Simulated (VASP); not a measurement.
Set up this calculation in VASP 6.6.1, as the native input.

| Property | Result |
| --- | --- |
| Task | relaxation of cell and atoms |
| Functional | PBE |
| Potentials or basis | VASP PAW PBE potentials, release 64 (Ir_sv_GW, O) |
| Cutoff | 700 eV |
| k mesh | 6 × 6 × 4 |
| Occupations | gaussian, width 0.1 eV |
| Spin | no spin polarisation |
| Dipole correction | no |
| Further INCAR settings | ALGO = Normal; EDIFF = 1e-07; IBRION = 2; EDIFFG = -0.04; NSW = 90; ISIF = 3 |

The structure of Ir3O2 lies in POSCAR:

```
Ir3O2
1.0
    3.4244365392      0.0000000000      0.0000000000
   -1.7122182696      2.9656490366      0.0000000000
    0.0000000000      0.0000000000      5.3278670014
Ir O
3 2
Direct
    0.0000000000      0.0000000000      0.0000000000
    0.3333333333      0.6666666667      0.6450000000
    0.6666666667      0.3333333333      0.3550000000
    0.3333333333      0.6666666667      0.2450000000
    0.6666666667      0.3333333333      0.7550000000
```

The input as run:

INCAR

```
PREC     = Accurate       # precision mode
ENCUT    = 700            # plane-wave cutoff, eV
EDIFF    = 1E-7           # SCF threshold, eV
ISMEAR   = 0              # smearing method
SIGMA    = 0.1            # smearing width, eV
LREAL    = False          # projectors in reciprocal space
LASPH    = True           # aspherical terms in the spheres
NELM     = 120            # most SCF steps
ALGO     = Normal         # electronic algorithm
ISIF     = 3              # what is computed and relaxed
LWAVE    = False          # write WAVECAR
LCHARG   = False          # write CHGCAR
GGA      = PE             # functional
IBRION   = 2              # ionic algorithm
NSW      = 90             # ionic steps
EDIFFG   = -0.04          # ionic threshold
GGA_COMPAT= False        
NELMIN   = 4
```

KPOINTS

```
Automatic mesh
0
Gamma
  6 6 4
```

Potentials or basis: VASP PAW PBE potentials, release 64 (Ir_sv_GW, O).

Run with:

```console
$ cat potpaw_PBE.64/Ir_sv_GW/POTCAR potpaw_PBE.64/O/POTCAR > POTCAR
$ mpirun -np 1 vasp_std > vasp.out
```

Results of the run:

```
Relaxed volume                        : 13.18 Å³/atom
Relaxed cell                          : a = 3.354 Å, b = 3.354 Å, c = 6.763 Å, α = 90.00°, β = 90.00°, γ = 120.00°
Space group after relaxing (to 0.1 Å) : P-3m1 (No. 164)
Pressure after relaxing               : -0.1 GPa
Largest force after relaxing          : 0.010 eV/Å
Band gap on the k mesh                : zero (an odd number of electrons rules out a gap without spin polarisation)
```

Caveat: the volume moved by over 15 % at a fixed basis, so the end points are rough; spin-orbit coupling is left out, which moves the levels of the heavy elements.

It took 40 min on 1 thread of Intel(R) Xeon(R) Platinum 8375C CPU @ 2.90GHz (Ice Lake) (shared host), peak memory 0.26 GiB.
